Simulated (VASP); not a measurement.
# CsBr (Pm-3m) in VASP: single point with PBEsol+D4

Aim: the single point of CsBr with PBEsol+D4.

All numbers are computed with VASP 6.6.1; they aren't measurements. Logs are shortened: lines on timing, memory, paths and dates and some standing lists are left out, and cuts for length are marked.

### 1 The cell of the first run

The structure is cubic, space group Pm-3m (No. 221). Conventional cell: a = 4.286 Å, b = 4.286 Å, c = 4.286 Å, α = 90.00°, β = 90.00°, γ = 90.00°. Within 4.9 Å of Cs (site symmetry m-3m) lie 8 Br at 3.71 Å and 6 Cs at 4.29 Å. Within 4.9 Å of Br (site symmetry m-3m) lie 8 Cs at 3.71 Å and 6 Br at 4.29 Å.

### 2 Single point, PBEsol+D4

INCAR

```
SYSTEM = CsBr
  PREC = Accurate
  ENCUT = 500
  EDIFF = 1E-6
  ISMEAR = 1
  SIGMA = 0.02
  LREAL = .False.
  LASPH = .True.
  NELM = 120
  ALGO = Normal
  ISIF = 2
  LWAVE = .False.
  LCHARG = .False.
  GGA = PS
  IVDW = 13
  NBANDS = 15
  GGA_COMPAT = .False.
```

KPOINTS

```
Automatic mesh
0
Gamma
  5 5 5
  0 0 0
```

POSCAR

```
CsBr
1.0
    4.2860000000      0.0000000000      0.0000000000
    0.0000000000      4.2860000000      0.0000000000
    0.0000000000      0.0000000000      4.2860000000
Cs Br
1 1
Direct
    0.0000000000      0.0000000000      0.0000000000
    0.5000000000      0.5000000000      0.5000000000
```

Potentials or basis: VASP PAW PBE potentials, release 64 (Cs_sv, Br).

Command:

```
$ cat potpaw_PBE.64/Cs_sv/POTCAR potpaw_PBE.64/Br/POTCAR > POTCAR
$ mpirun -np 1 vasp_std > vasp.out
```

OUTCAR:

```text
SYSTEM = CsBr
   PREC = Accurate
   ENCUT = 500
   EDIFF = 1E-6
   ISMEAR = 1
   LREAL = .False.
   LASPH = .True.
   NELM = 120
   ISIF = 2
   GGA = PS
   IVDW = 13

 ion  position               nearest neighbor table
   1  0.000  0.000  0.000-
   2  0.500  0.500  0.500-

  LATTYP: Found a simple cubic cell.
 ALAT       =     4.2860000000

  Lattice vectors:

 A1 = (   4.2860000000,   0.0000000000,   0.0000000000)
 A2 = (   0.0000000000,   4.2860000000,   0.0000000000)
 A3 = (   0.0000000000,   0.0000000000,   4.2860000000)

Analysis of symmetry for initial positions (statically):
=====================================================================
 Subroutine PRICEL returns:
 Original cell was already a primitive cell.

 Routine SETGRP: Setting up the symmetry group for a
 simple cubic supercell.

 Subroutine GETGRP returns: Found 48 space group operations
 (whereof 48 operations were pure point group operations)
 out of a pool of 48 trial point group operations.

The static configuration has the point symmetry O_h .

Analysis of symmetry for dynamics (positions and initial velocities):
=====================================================================
 Subroutine PRICEL returns:
 Original cell was already a primitive cell.

 Routine SETGRP: Setting up the symmetry group for a
 simple cubic supercell.

 Subroutine GETGRP returns: Found 48 space group operations
 (whereof 48 operations were pure point group operations)
 out of a pool of 48 trial point group operations.

The dynamic configuration has the point symmetry O_h .

 Subroutine INISYM returns: Found 48 space group operations
 (whereof 48 operations are pure point group operations),
 and found     1 'primitive' translations

----------------------------------------------------------------------------------------

                                     Primitive cell

  volume of cell :      78.7329

  direct lattice vectors                    reciprocal lattice vectors
     4.286000000  0.000000000  0.000000000     0.233317779  0.000000000  0.000000000
     0.000000000  4.286000000  0.000000000     0.000000000  0.233317779  0.000000000
     0.000000000  0.000000000  4.286000000     0.000000000  0.000000000  0.233317779

  length of vectors
     4.286000000  4.286000000  4.286000000     0.233317779  0.233317779  0.233317779

  position of ions in fractional coordinates (direct lattice)
     0.000000000  0.000000000  0.000000000
     0.500000000  0.500000000  0.500000000

  ion indices of the primitive-cell ions
   primitive index   ion index
                 1           1
                 2           2

----------------------------------------------------------------------------------------

 KPOINTS: Automatic mesh

Automatic generation of k-mesh.
 Grid dimensions read from file:
 generate k-points for:    5    5    5

 Generating k-lattice:

  Cartesian coordinates                     Fractional coordinates (reciprocal lattice)
     0.046663556  0.000000000  0.000000000     0.200000000  0.000000000  0.000000000
     0.000000000  0.046663556  0.000000000     0.000000000  0.200000000  0.000000000
     0.000000000  0.000000000  0.046663556     0.000000000  0.000000000  0.200000000

  Length of vectors
     0.046663556  0.046663556  0.046663556

  Shift w.r.t. Gamma in fractional coordinates (k-lattice)
     0.000000000  0.000000000  0.000000000

 Subroutine IBZKPT returns following result:
 ===========================================

 Found     10 irreducible k-points:

 Following reciprocal coordinates:
            Coordinates               Weight
  0.000000  0.000000  0.000000      1.000000
  0.200000  0.000000  0.000000      6.000000
  0.400000  0.000000  0.000000      6.000000
  0.200000  0.200000  0.000000     12.000000
  0.400000  0.200000  0.000000     24.000000
  0.400000  0.400000  0.000000     12.000000
  0.200000  0.200000  0.200000      8.000000
  0.400000  0.200000  0.200000     24.000000
  0.400000  0.400000  0.200000     24.000000
  0.400000  0.400000  0.400000      8.000000
   k-points           NKPTS =     10   k-points in BZ     NKDIM =     10   number of bands    NBANDS=     15
   number of dos      NEDOS =    301   number of ions     NIONS =      2
   total plane-waves  NPLWV =  32768
   dimension x,y,z NGX =    32 NGY =   32 NGZ =   32
   dimension x,y,z NGXF=    64 NGYF=   64 NGZF=   64
   ions per type =               1   1
   NGX,Y,Z   is equivalent  to a cutoff of  12.41, 12.41, 12.41 a.u.
   NGXF,Y,Z  is equivalent  to a cutoff of  24.82, 24.82, 24.82 a.u.
 SYSTEM =  CsBr
   PREC   = accura    normal or accurate (medium, high low for compatibility)
   ISTART =      0    job   : 0-new  1-cont  2-samecut
   ICHARG =      2    charge: 1-file 2-atom 10-const
   ISPIN  =      1    spin polarized calculation?
   LNONCOLLINEAR =      F non collinear calculations
   LSORBIT =      F    spin-orbit coupling
   LASPH  =      T    aspherical Exc in radial PAW
   ENCUT  =  500.0 eV  36.75 Ry    6.06 a.u.   7.81  7.81  7.81*2*pi/ulx,y,z
   NELM   =    120;   NELMIN=  2; NELMDL= -5     # of ELM steps
   EDIFF  = 0.1E-05   stopping-criterion for ELM
   LREAL  =      F    real-space projection
   EDIFFG = 0.1E-04   stopping-criterion for IOM
   NSW    =      0    number of steps for IOM
   IBRION =     -1    ionic relax: 0-MD 1-quasi-New 2-CG
   NFREE  =      0    steps in history (QN), initial steepest desc. (CG)
   ISIF   =      2    stress and relaxation
   ISYM   =      2    0-nonsym 1-usesym 2-fastsym
   POTIM  = 0.5000    time-step for ionic-motion
   TEBEG  =    0.0;   TEEND  =   0.0 temperature during run
   PSTRESS=    0.0 pullay stress
   NELECT =      16.0000    total number of electrons
   NUPDOWN=      -1.0000    fix difference up-down
   EMIN   =  10.00;   EMAX   =-10.00  energy-range for DOS
   EFERMI =   0.00;   METHOD = LEGACY
   ISMEAR =     1;   SIGMA  =   0.02  broadening in eV -4-tet -1-fermi 0-gaus
   EFERMI_NEDOS =   21; number of points for ismear=-14 and -15
   IALGO  =     38    algorithm
   IMIX   =      4    mixing-type and parameters
     AMIX     =   0.40;   BMIX     =  1.00
     AMIX_MAG =   1.60;   BMIX_MAG =  1.00
  volume/ion in A,a.u.               =      39.37       265.66
  Fermi-wavevector in a.u.,A,eV,Ry     =   0.962489  1.818841 12.604247  0.926386
  Thomas-Fermi vector in A             =   2.091953
   LORBIT       =      0    0 simple, 1 ext, 2 COOP (PROOUT), +10 PAW based schemes
   GGA     = PS    functional components
   LHFCALC =     F    Hartree Fock is set to
   AEXX    =    0.0000 exact exchange contribution
   IVDW    =    13    specifies the selected vdW correction
   LEPSILON=     F    determine dielectric tensor
   LRPA    =     F    only Hartree local field effects (RPA)
 non-spin polarized calculation
 Methfessel and Paxton  Order N= 1 SIGMA  =   0.02
  energy-cutoff  :      500.00
  volume of cell :       78.73
 maximum number of plane-waves:      2007
 NGX is ok and might be reduce to    32
   NGX = 15   NGY = 15   NGZ = 15

 number of electron      15.9999999 magnetization

 Free energy of the ion-electron system (eV)
  ---------------------------------------------------
  ext. energy  EPLUGINS =         0.00000000
  ---------------------------------------------------
  free energy    TOTEN  =        -6.34459386 eV

  energy without entropy =       -6.34462327  energy(sigma->0) =       -6.34460366

 E-fermi :  -0.3946     XC(G=0):  -8.2776

 val. band max:       -0.4113947658   @ k =   0.0000   0.0000   0.0000
 cond. band min:       3.9148376270   @ k =   0.0000   0.0000   0.0000
 fundamental gap:      4.3262323927
 Fermi energy:        -0.3946247098

 k-point     1 :       0.0000    0.0000    0.0000
  band No.  band energies     occupation
      1     -20.1630      2.00000
      2     -12.7950      2.00000
      3      -6.7382      2.00000
      4      -6.7382      2.00000
      5      -6.7382      2.00000
      6      -0.4114      1.99851
      7      -0.4114      1.99851
      8      -0.4114      1.99851
      9       3.9148      0.00000
     10       4.3892      0.00000
     11       4.3892      0.00000
     12       8.6935      0.00000
     13       8.6935      0.00000
     14       8.6935      0.00000
     15      11.6250      0.00000

 k-point     2 :       0.2000    0.0000    0.0000
  band No.  band energies     occupation
      1     -20.1442      2.00000
      2     -12.8001      2.00000
      3      -6.8866      2.00000
      4      -6.7009      2.00000
      5      -6.7009      2.00000
      6      -0.9823      2.00000
      7      -0.4847      2.00000
      8      -0.4847      2.00000
      9       4.6466      0.00000
     10       4.8331      0.00000
     11       5.2515      0.00000
     12       8.4920      0.00000
     13       8.4920      0.00000
     14       8.8981      0.00000
     15       9.8381      0.00000

 k-point     3 :       0.4000    0.0000    0.0000
  band No.  band energies     occupation
      1     -20.1133      2.00000
      2     -12.8109      2.00000
      3      -7.0985      2.00000
      4      -6.6385      2.00000
      5      -6.6385      2.00000
      6      -1.6777      2.00000
      7      -0.6086      2.00000
      8      -0.6086      2.00000
      9       5.2623      0.00000
     10       6.4368      0.00000
     11       6.8862      0.00000
     12       8.0780      0.00000
     13       8.4151      0.00000
     14       8.4151      0.00000
     15       9.3354      0.00000

 k-point     4 :       0.2000    0.2000    0.0000
  band No.  band energies     occupation
      1     -20.1263      2.00000
      2     -12.7898      2.00000
      3      -6.9611      2.00000
      4      -6.8151      2.00000
      5      -6.6682      2.00000
      6      -1.1083      2.00000
      7      -0.6715      2.00000
      8      -0.5074      2.00000
      9       5.0873      0.00000
     10       5.2832      0.00000
     11       5.7919      0.00000
     12       7.8062      0.00000
     13       8.1391      0.00000
     14       9.0969      0.00000
     15      10.2559      0.00000

 k-point     5 :       0.4000    0.2000    0.0000
  band No.  band energies     occupation
      1     -20.0970      2.00000
      2     -12.7746      2.00000
      3      -7.1669      2.00000
      4      -6.8899      2.00000
      5      -6.6139      2.00000
      6      -1.4409      2.00000
      7      -0.7700      2.00000
      8      -0.5504      2.00000
      9       5.4159      0.00000
     10       5.9593      0.00000
     11       7.0044      0.00000
     12       7.5852      0.00000
     13       8.2290      0.00000
     14       8.3938      0.00000
     15       9.4817      0.00000

 k-point     6 :       0.4000    0.4000    0.0000
  band No.  band energies     occupation
      1     -20.0703      2.00000
      2     -12.7141      2.00000
      3      -7.2921      2.00000
      4      -7.2395      2.00000
      5      -6.5733      2.00000
      6      -1.1096      2.00000
      7      -0.9573      2.00000
      8      -0.4521      2.00037
      9       4.9211      0.00000
     10       5.2417      0.00000
     11       6.8772      0.00000
     12       7.1282      0.00000
     13       8.9474      0.00000
     14       9.3925      0.00000
     15      10.7104      0.00000

 k-point     7 :       0.2000    0.2000    0.2000
  band No.  band energies     occupation
      1     -20.1091      2.00000
      2     -12.7708      2.00000
      3      -6.9138      2.00000
      4      -6.9138      2.00000
      5      -6.8037      2.00000
      6      -0.9955      2.00000
      7      -0.7887      2.00000
      8      -0.7887      2.00000
      9       5.8428      0.00000
     10       5.9231      0.00000
     11       5.9231      0.00000
     12       7.6085      0.00000
     13       7.6085      0.00000
     14       7.8463      0.00000
     15      11.3847      0.00000

 k-point     8 :       0.4000    0.2000    0.2000
  band No.  band energies     occupation
      1     -20.0811      2.00000
      2     -12.7408      2.00000
      3      -7.1822      2.00000
      4      -6.8839      2.00000
      5      -6.8338      2.00000
      6      -1.3118      2.00000
      7      -0.9833      2.00000
      8      -0.6537      2.00000
      9       6.0699      0.00000
     10       6.1722      0.00000
     11       6.4597      0.00000
     12       7.5145      0.00000
     13       7.9396      0.00000
     14       8.2983      0.00000
     15      10.6010      0.00000

 k-point     9 :       0.4000    0.4000    0.2000
  band No.  band energies     occupation
      1     -20.0550      2.00000
      2     -12.6848      2.00000
      3      -7.2305      2.00000
      4      -7.2033      2.00000
      5      -6.7988      2.00000
      6      -1.2493      2.00000
      7      -1.1625      2.00000
      8      -0.8312      2.00000
      9       5.7985      0.00000
     10       5.9599      0.00000
     11       7.0148      0.00000
     12       7.2345      0.00000
     13       8.8544      0.00000
     14       9.0660      0.00000
     15      11.2219      0.00000

 k-point    10 :       0.4000    0.4000    0.4000
  band No.  band energies     occupation
      1     -20.0300      2.00000
      2     -12.6363      2.00000
      3      -7.1505      2.00000
      4      -7.1249      2.00000
      5      -7.1249      2.00000
      6      -1.4885      2.00000
      7      -1.4885      2.00000
      8      -1.3250      2.00000
      9       6.7540      0.00000
     10       7.5178      0.00000
     11       7.5178      0.00000
     12       8.3436      0.00000
     13       8.3436      0.00000
     14       8.3786      0.00000
     15      11.4514      0.00000

------------------------ aborting loop because EDIFF is reached ----------------------------------------

  DFT-D4 for vdW energy calculation

  Edisp (eV):   -0.19297

  FORCE on cell =-STRESS in cart. coord.  units (eV):
  Direction    XX          YY          ZZ          XY          YZ          ZX
  --------------------------------------------------------------------------------------
  -------------------------------------------------------------------------------------
  Total      -0.40006    -0.40006    -0.40006    -0.00000    -0.00000     0.00000
  in kB      -8.14106    -8.14106    -8.14106    -0.00000    -0.00000     0.00000
  external pressure =       -8.14 kB  Pullay stress =        0.00 kB

 VOLUME and BASIS-vectors are now :
 -----------------------------------------------------------------------------
  energy-cutoff  :      500.00
  volume of cell :       78.73
      direct lattice vectors                 reciprocal lattice vectors
     4.286000000  0.000000000  0.000000000     0.233317779  0.000000000  0.000000000
     0.000000000  4.286000000  0.000000000     0.000000000  0.233317779  0.000000000
     0.000000000  0.000000000  4.286000000     0.000000000  0.000000000  0.233317779

 POSITION                                       TOTAL-FORCE (eV/Angst)
 -----------------------------------------------------------------------------------
      0.00000      0.00000      0.00000         0.000000      0.000000      0.000000
      2.14300      2.14300      2.14300         0.000000      0.000000      0.000000
 -----------------------------------------------------------------------------------
    total drift:                                0.000000      0.000000     -0.000000

  FREE ENERGIE OF THE ION-ELECTRON SYSTEM (eV)
  ---------------------------------------------------
  free  energy   TOTEN  =        -6.5375661876 eV

  energy  without entropy=       -6.5375956024  energy(sigma->0) =       -6.53757599
```

Run time: 9.4 s. Hardware: 1 thread of Intel Xeon 8259CL, shared host; peak memory 0.17 GiB.

Results:

```
Free energy                : -6.5376 eV
Pressure                   : -0.8 GPa
Band gap on the k mesh     : 4.33 eV
Dispersion energy per atom : -0.096 eV
```

Levels at points of the mesh, in eV from the valence-band top:
```csv
k point,band 4,band 5,band 6,band 7,band 8,band 9,band 10,band 11,band 12,band 13
"(0.00, 0.00, 0.00)",-6.33,-6.33,0.00,0.00,0.00,4.33,4.80,4.80,9.10,9.10
```

Caveat: the PAW data sets were made with another functional, which shifts forces and pressure a little; spin-orbit coupling is left out, which moves the levels of the heavy elements. PBEsol gaps usually lie below the measured ones, often by a third to a half.
